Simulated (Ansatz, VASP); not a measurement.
**One calculation of PbS, two programs**

Contents of INCAR:

```
SYSTEM = PbS
  ALGO = Normal
  EDIFF = 1E-6
  ENCUT = 500
  GGA = PE
  GGA_COMPAT = .False.
  ISIF = 2
  ISMEAR = 0
  IVDW = 12
  LASPH = .True.
  LCHARG = .False.
  LREAL = .False.
  LWAVE = .False.
  NBANDS = 28
  NELM = 120
  PREC = Accurate
  SIGMA = 0.05
```

KPOINTS

```
k-points
0
Gamma
  6 6 3
  0 0 0
```

Contents of POSCAR:

```
PbS
1.0
    0.0000000000     -3.0043750300     -3.0061807900
    0.0000000000      3.0043750300     -3.0061807900
   12.2982770800      0.0000000000      0.0000000000
Pb S
2 2
Direct
    0.7433619700      0.2433619700      0.5737953105
    0.2433619700      0.7433619700      0.3448924867
    0.2356380300      0.7356380300      0.5637759636
    0.7356380300      0.2356380300      0.3549118336
```

Input for Ansatz:

```yaml
crystal:
  lattice:
    - [0.0, -3.00437503, -3.00618079]
    - [0.0, 3.00437503, -3.00618079]
    - [12.29827708, 0.0, 0.0]
  atoms:
    - { symbol: Pb, position: [0.74336197, 0.24336197, 0.5737953105] }
    - { symbol: Pb, position: [0.24336197, 0.74336197, 0.3448924867] }
    - { symbol: S, position: [0.23563803, 0.73563803, 0.5637759636] }
    - { symbol: S, position: [0.73563803, 0.23563803, 0.3549118336] }
basis:
  ecutwfc: "600 eV"
kpoints:
  mp_grid: { grid: [6, 6, 3] }
hamiltonian:
  xc: pbe
  dispersion: d3bj
scf:
  occupations: { method: gaussian, width: 0.05 }
  initial_density: { chi_scale: 0.3 }
output:
  forces: true
  eigenvalues: true
  stress: true
```

Alike in both runs: task single point; functional PBE; dispersion D3(BJ); k mesh 6 × 6 × 3; occupations gaussian, width 0.05 eV; no spin polarisation.

|  | VASP | Ansatz |
| --- | --- | --- |
| version | VASP 6.6.1 | Ansatz 0.2.0 |
| potentials or method | VASP PAW PBE potentials, release 64 (Pb_d, S), cutoff 500 eV | scalar-relativistic, plane waves, PAW |
| valence electrons in the cell | 40 | 40 |

|  | VASP | Ansatz | Ansatz less VASP |
| --- | --- | --- | --- |
| gap on the k mesh at the Fermi level (eV) | 2.07 | 2.07 | -0.002 |
| rms of the force components (eV/Å) | 0.034 | 0.033 | -0.0008 |

Atom by atom the forces differ by 0.002 eV/Å (rms over components).

Neither program's run includes spin-orbit coupling.
